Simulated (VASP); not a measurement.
# Ge (P6_3/mmc) in VASP: further runs

Ge is run at these levels: PBE; tasks: single point.

Everything below comes from runs of VASP 6.6.1. Logs are shortened: lines on timing, memory, paths and dates and some standing lists are left out, and cuts for length are marked.

### 1 The cell of the first run

Symmetry: P6_3/mmc, No. 194, hexagonal system. Conventional cell: a = 3.998 Å, b = 3.998 Å, c = 6.599 Å, α = 90.00°, β = 90.00°, γ = 120.00°. Within 3.2 Å of Ge (site symmetry 3m) lie 4 Ge at 2.45 to 2.47 Å.

This isn't the form of Ge at room conditions, which is diamond.

### 2 Single point, PBE

File INCAR:

```
  PREC = Accurate
  ENCUT = 520
  EDIFF = 1E-7
  ISMEAR = 0
  SIGMA = 0.026000000000000002
  LREAL = False
  LASPH = True
  NELM = 100
  ALGO = Normal
  ISIF = 2
  LWAVE = False
  LCHARG = False
  GGA = PE
  NBANDS = 36
```

File KPOINTS:

```
Automatic mesh
0
Gamma
  8 8 4
```

File POSCAR:

```
Ge
1.0
    3.9975858431      0.0000000000      0.0000000000
   -1.9987929216      3.4620108940      0.0000000000
    0.0000000000      0.0000000000      6.5993779500
Ge
4
Direct
    0.3333333333      0.6666666667      0.9370987500
    0.6666666667      0.3333333333      0.4370987500
    0.3333333333      0.6666666667      0.5629012500
    0.6666666667      0.3333333333      0.0629012500
```

Potentials or basis: VASP PAW PBE potentials, release 64 (Ge_d).

The run is started by

```sh
$ cat potpaw_PBE.64/Ge_d/POTCAR > POTCAR
$ mpirun -np 1 vasp_std > vasp.out
```

OUTCAR:

```text
PREC = Accurate
   ENCUT = 520
   EDIFF = 1E-7
   ISMEAR = 0
   LREAL = False
   LASPH = True
   NELM = 100
   ISIF = 2
   GGA = PE

 ion  position               nearest neighbor table
   1  0.333  0.667  0.937-   4 2.45   4 2.45   4 2.45   3 2.47
   2  0.667  0.333  0.437-   3 2.45   3 2.45   3 2.45   4 2.47
   3  0.333  0.667  0.563-   2 2.45   2 2.45   2 2.45   1 2.47
   4  0.667  0.333  0.063-   1 2.45   1 2.45   1 2.45   2 2.47

  LATTYP: Found a hexagonal cell.
 ALAT       =     3.9975858431
 C/A-ratio  =     1.6508408347

  Lattice vectors:

 A1 = (   3.9975858431,   0.0000000000,   0.0000000000)
 A2 = (  -1.9987929216,   3.4620108940,   0.0000000000)
 A3 = (   0.0000000000,   0.0000000000,   6.5993779500)

Analysis of symmetry for initial positions (statically):
=====================================================================
 Subroutine PRICEL returns:
 Original cell was already a primitive cell.

 Routine SETGRP: Setting up the symmetry group for a
 hexagonal supercell.

 Subroutine GETGRP returns: Found 24 space group operations
 (whereof 12 operations were pure point group operations)
 out of a pool of 24 trial point group operations.

The static configuration has the point symmetry D_3d.
 The point group associated with its full space group is D_6h.

Analysis of symmetry for dynamics (positions and initial velocities):
=====================================================================
 Subroutine PRICEL returns:
 Original cell was already a primitive cell.

 Routine SETGRP: Setting up the symmetry group for a
 hexagonal supercell.

 Subroutine GETGRP returns: Found 24 space group operations
 (whereof 12 operations were pure point group operations)
 out of a pool of 24 trial point group operations.

The dynamic configuration has the point symmetry D_3d.
 The point group associated with its full space group is D_6h.

 Subroutine INISYM returns: Found 24 space group operations
 (whereof 12 operations are pure point group operations),
 and found     1 'primitive' translations

----------------------------------------------------------------------------------------

                                     Primitive cell

  volume of cell :      91.3333

  direct lattice vectors                    reciprocal lattice vectors
     3.997585843  0.000000000  0.000000000     0.250150976  0.144424733  0.000000000
[... 90 lines left out ...]
   EDIFF  = 0.1E-06   stopping-criterion for ELM
   LREAL  =      F    real-space projection
   EDIFFG = 0.1E-05   stopping-criterion for IOM
   NSW    =      0    number of steps for IOM
   IBRION =     -1    ionic relax: 0-MD 1-quasi-New 2-CG
   NFREE  =      0    steps in history (QN), initial steepest desc. (CG)
   ISIF   =      2    stress and relaxation
   ISYM   =      2    0-nonsym 1-usesym 2-fastsym
   POTIM  = 0.5000    time-step for ionic-motion
   TEBEG  =    0.0;   TEEND  =   0.0 temperature during run
   PSTRESS=    0.0 pullay stress
   NELECT =      56.0000    total number of electrons
   NUPDOWN=      -1.0000    fix difference up-down
   EMIN   =  10.00;   EMAX   =-10.00  energy-range for DOS
   EFERMI =   0.00;   METHOD = LEGACY
   ISMEAR =     0;   SIGMA  =   0.03  broadening in eV -4-tet -1-fermi 0-gaus
   EFERMI_NEDOS =   21; number of points for ismear=-14 and -15
   IALGO  =     38    algorithm
   IMIX   =      4    mixing-type and parameters
     AMIX     =   0.40;   BMIX     =  1.00
     AMIX_MAG =   1.60;   BMIX_MAG =  1.00
  volume/ion in A,a.u.               =      22.83       154.09
  Fermi-wavevector in a.u.,A,eV,Ry     =   1.390789  2.628209 26.317650  1.934293
  Thomas-Fermi vector in A             =   2.514690
   LORBIT       =      0    0 simple, 1 ext, 2 COOP (PROOUT), +10 PAW based schemes
   GGA     = PE    functional components
   LHFCALC =     F    Hartree Fock is set to
   AEXX    =    0.0000 exact exchange contribution
   IVDW    =     0    specifies the selected vdW correction
   LEPSILON=     F    determine dielectric tensor
   LRPA    =     F    only Hartree local field effects (RPA)
 non-spin polarized calculation
 Gauss-broadening in eV      SIGMA  =   0.03
  energy-cutoff  :      520.00
  volume of cell :       91.33
 maximum number of plane-waves:      2491
 NGX is ok and might be reduce to    30
   NGX = 15   NGY = 15   NGZ = 25

 number of electron      56.0000053 magnetization

 Free energy of the ion-electron system (eV)
  ---------------------------------------------------
  ext. energy  EPLUGINS =         0.00000000
  ---------------------------------------------------
  free energy    TOTEN  =       -17.95953474 eV

  energy without entropy =      -17.95953396  energy(sigma->0) =      -17.95953435

 E-fermi :   5.0174     XC(G=0):  -9.8793

 val. band max:        4.9591076003   @ k =   0.0000   0.0000   0.0000
 cond. band min:       5.0804576044   @ k =   0.0000   0.0000   0.0000
 fundamental gap:      0.1213500041
 Fermi energy:         5.0174211460

 k-point     1 :       0.0000    0.0000    0.0000
  band No.  band energies     occupation
      1     -19.9305      2.00000
      2     -19.9305      2.00000
      3     -19.8925      2.00000
      4     -19.8925      2.00000
      5     -19.8925      2.00000
      6     -19.8796      2.00000
[... 925 lines left out ...]
     35      12.4274      0.00000
     36      12.4274      0.00000

 [... further k-points ...]

------------------------ aborting loop because EDIFF is reached ----------------------------------------

  FORCE on cell =-STRESS in cart. coord.  units (eV):
  Direction    XX          YY          ZZ          XY          YZ          ZX
  --------------------------------------------------------------------------------------
  -------------------------------------------------------------------------------------
  Total        1.7061596      1.7061596      1.5816641     -0.0000000     -0.0000000      0.0000000
  in kB       29.9296061     29.9296061     27.7456953     -0.0000000     -0.0000000      0.0000000
  external PRESSURE =      29.2016359 kB  Pullay stress =       0.0000000 kB

 VOLUME and BASIS-vectors are now :
 -----------------------------------------------------------------------------
  energy-cutoff  :      520.00
  volume of cell :       91.33
      direct lattice vectors                 reciprocal lattice vectors
     3.997585843  0.000000000  0.000000000     0.250150976  0.144424733  0.000000000
    -1.998792922  3.462010894  0.000000000     0.000000000  0.288849467  0.000000000
     0.000000000  0.000000000  6.599377950     0.000000000  0.000000000  0.151529433

 POSITION                                       TOTAL-FORCE (eV/Angst)
 -----------------------------------------------------------------------------------
     -0.00000      2.30801      6.18427        -0.000000      0.000000     -0.019009
      1.99879      1.15400      2.88458         0.000000     -0.000000     -0.019009
     -0.00000      2.30801      3.71480        -0.000000      0.000000      0.019009
      1.99879      1.15400      0.41511         0.000000     -0.000000      0.019009
 -----------------------------------------------------------------------------------
    total drift:                               -0.000000      0.000000     -0.000000

  FREE ENERGIE OF THE ION-ELECTRON SYSTEM (eV)
  ---------------------------------------------------
  free  energy   TOTEN  =       -17.9595347388 eV

  energy  without entropy=      -17.9595339561  energy(sigma->0) =      -17.95953435
```

OSZICAR:

```text
N       E                     dE             d eps       ncg     rms          rms(c)
DAV:   1     0.492103314827E+03    0.49210E+03   -0.28376E+04  2516   0.429E+03
DAV:   2     0.676468260029E+02   -0.42446E+03   -0.41396E+03  2160   0.797E+02
DAV:   3    -0.134368944644E+02   -0.81084E+02   -0.79884E+02  2368   0.206E+02
DAV:   4    -0.180411205836E+02   -0.46042E+01   -0.45890E+01  2544   0.570E+01
DAV:   5    -0.181328550664E+02   -0.91734E-01   -0.91708E-01  2440   0.906E+00    0.450E+00
DAV:   6    -0.180176447943E+02    0.11521E+00   -0.64360E-02  2372   0.198E+00    0.266E+00
DAV:   7    -0.179551864053E+02    0.62458E-01   -0.10310E-01  2372   0.222E+00    0.194E-01
DAV:   8    -0.179586615533E+02   -0.34751E-02   -0.12590E-02  2368   0.101E+00    0.859E-02
DAV:   9    -0.179594741531E+02   -0.81260E-03   -0.83796E-04  2360   0.129E-01    0.221E-02
DAV:  10    -0.179595233035E+02   -0.49150E-04   -0.74893E-05  2592   0.817E-02    0.785E-03
DAV:  11    -0.179595337772E+02   -0.10474E-04   -0.22832E-05  2452   0.244E-02    0.311E-03
DAV:  12    -0.179595346221E+02   -0.84490E-06   -0.13879E-06  2444   0.127E-02    0.822E-04
DAV:  13    -0.179595347511E+02   -0.12900E-06   -0.15125E-07  1700   0.216E-03    0.263E-04
DAV:  14    -0.179595347388E+02    0.12305E-07   -0.24413E-08  1568   0.123E-03
   1 F= -.17959535E+02 E0= -.17959534E+02  d E =-.782778E-06
```

stdout:

```text
POSCAR found type information on POSCAR Ge
 POSCAR found :  1 types and       4 ions
 scaLAPACK will be used
 LDA part: xc-table for (Slater+PW92), standard interpolation
 POSCAR, INCAR and KPOINTS ok, starting setup
 FFT: planning ... GRIDC
 FFT: planning ... GRID_SOFT
 FFT: planning ... GRID
 WAVECAR not read
 entering main loop
```

It took 48 s on 1 thread of Intel Xeon 6975P-C (Granite Rapids), shared host; peak memory 0.23 GiB.

Results:

```yaml
Free_energy: -17.9595 eV
Pressure: 2.9 GPa
Largest_force: 0.019 eV/Å
Band_gap_on_the_k_mesh: 0.12 eV
```

Forces in eV/Å, atoms in the order of the input:
```
Ge   0.000  0.000 -0.019
Ge   0.000  0.000 -0.019
Ge   0.000  0.000  0.019
Ge   0.000  0.000  0.019
```

Levels at points of the mesh, in eV from the valence-band top:
```tsv
k point	band 24	band 25	band 26	band 27	band 28	band 29	band 30	band 31	band 32	band 33
(0.00, 0.00, 0.00)	-1.48	-1.48	-0.15	-0.07	0.00	0.12	0.12	2.27	2.27	2.76
(0.50, 0.00, 0.00)	-6.74	-4.57	-3.06	-2.80	-1.44	0.55	1.66	3.58	3.72	4.33
(0.00, 0.00, 0.50)	-4.80	-0.85	-0.85	-0.85	-0.85	0.70	0.70	3.38	3.38	3.38
(0.50, 0.00, 0.50)	-7.86	-2.54	-2.54	-2.40	-2.40	0.54	0.54	2.13	2.13	6.12
```

A k mesh can miss the band edges.

### 3 Single point, PBE

File INCAR:

```
PREC     = Accurate       # precision mode
ENCUT    = 520            # plane-wave cutoff, eV
EDIFF    = 1E-6           # SCF threshold, eV
ISMEAR   = 0              # smearing method
SIGMA    = 0.027000000000000003 # smearing width, eV
LREAL    = F              # projectors in reciprocal space
LASPH    = T              # aspherical terms in the spheres
NELM     = 100            # most SCF steps
ALGO     = Normal         # electronic algorithm
ISIF     = 2              # what is computed and relaxed
LWAVE    = F              # write WAVECAR
LCHARG   = F              # write CHGCAR
GGA      = PE             # functional
NBANDS   = 36             # bands
```

KPOINTS is that of step 2.

POSCAR is that of step 2.

Potentials or basis: VASP PAW PBE potentials, release 64 (Ge_d).

The run is started by

```sh
$ cat potpaw_PBE.64/Ge_d/POTCAR > POTCAR
$ mpirun -np 1 vasp_std > vasp.out
```

Run time: 42 s. Hardware: 1 thread of Intel Xeon 6975P-C (Granite Rapids), shared host; peak memory 0.23 GiB.

The run converged. Its results:

```yaml
Free_energy: -17.9595 eV
Pressure: 2.9 GPa
Largest_force: 0.019 eV/Å
Band_gap_on_the_k_mesh: 0.12 eV
```

Forces on the atoms (eV/Å):
```
Ge   0.000  0.000 -0.019
Ge   0.000  0.000 -0.019
Ge   0.000  0.000  0.019
Ge   0.000  0.000  0.019
```

Stress tensor (GPa, compression positive):
```
2.95 0.00 0.00
0.00 2.95 0.00
0.00 0.00 2.72
```

Levels at points of the mesh, in eV from the valence-band top:
| k point | band 24 | band 25 | band 26 | band 27 | band 28 | band 29 | band 30 | band 31 | band 32 | band 33 |
| --- | --- | --- | --- | --- | --- | --- | --- | --- | --- | --- |
| (0.00, 0.00, 0.00) | -1.48 | -1.48 | -0.15 | -0.07 | 0.00 | 0.12 | 0.12 | 2.27 | 2.27 | 2.76 |
| (0.50, 0.00, 0.00) | -6.74 | -4.57 | -3.06 | -2.80 | -1.44 | 0.55 | 1.66 | 3.58 | 3.72 | 4.33 |
| (0.00, 0.00, 0.50) | -4.80 | -0.85 | -0.85 | -0.85 | -0.85 | 0.70 | 0.70 | 3.38 | 3.38 | 3.38 |
| (0.50, 0.00, 0.50) | -7.86 | -2.54 | -2.54 | -2.40 | -2.40 | 0.54 | 0.54 | 2.13 | 2.13 | 6.12 |

### 4 Single point, PBE

File INCAR:

```
PREC = Accurate
ENCUT = 520
EDIFF = 1E-6
ISMEAR = 0
SIGMA = 0.028000000000000004
LREAL = F
LASPH = T
NELM = 60
ALGO = Normal
ISIF = 2
LWAVE = F
LCHARG = T
GGA = PE
LELF = T
LVHAR = T
NBANDS = 36
```

File KPOINTS:

```
regular mesh
0
Gamma
  8 8 4
```

POSCAR is that of step 3.

The run is started by

```sh
$ cat potpaw_PBE.64/Ge_d/POTCAR > POTCAR
$ mpirun -np 1 vasp_std > vasp.out
```

Wall time 42 s (1 thread of Intel Xeon 6975P-C (Granite Rapids), shared host); peak memory 0.23 GiB.

The run converged. Its results:

* Free energy: -17.9595 eV
* Pressure: 2.9 GPa
* Largest force: 0.019 eV/Å
* Band gap on the k mesh: 0.12 eV

Forces on the atoms (eV/Å):
```
Ge   0.000  0.000 -0.019
Ge   0.000  0.000 -0.019
Ge   0.000  0.000  0.019
Ge   0.000  0.000  0.019
```

Stress tensor (GPa, compression positive):
```
2.95 0.00 0.00
0.00 2.95 0.00
0.00 0.00 2.72
```

Levels at points of the mesh, in eV from the valence-band top:
```csv
k point,band 25,band 26,band 27,band 28,band 29,band 30,band 31,band 32
"(0.00, 0.00, 0.00)",-1.48,-0.15,-0.07,0.00,0.12,0.12,2.27,2.27
"(0.50, 0.00, 0.00)",-4.57,-3.06,-2.80,-1.44,0.55,1.66,3.58,3.72
"(0.00, 0.00, 0.50)",-0.85,-0.85,-0.85,-0.85,0.70,0.70,3.38,3.38
"(0.50, 0.00, 0.50)",-2.54,-2.54,-2.40,-2.40,0.54,0.54,2.13,2.13
```

[end of part 1 of 2]
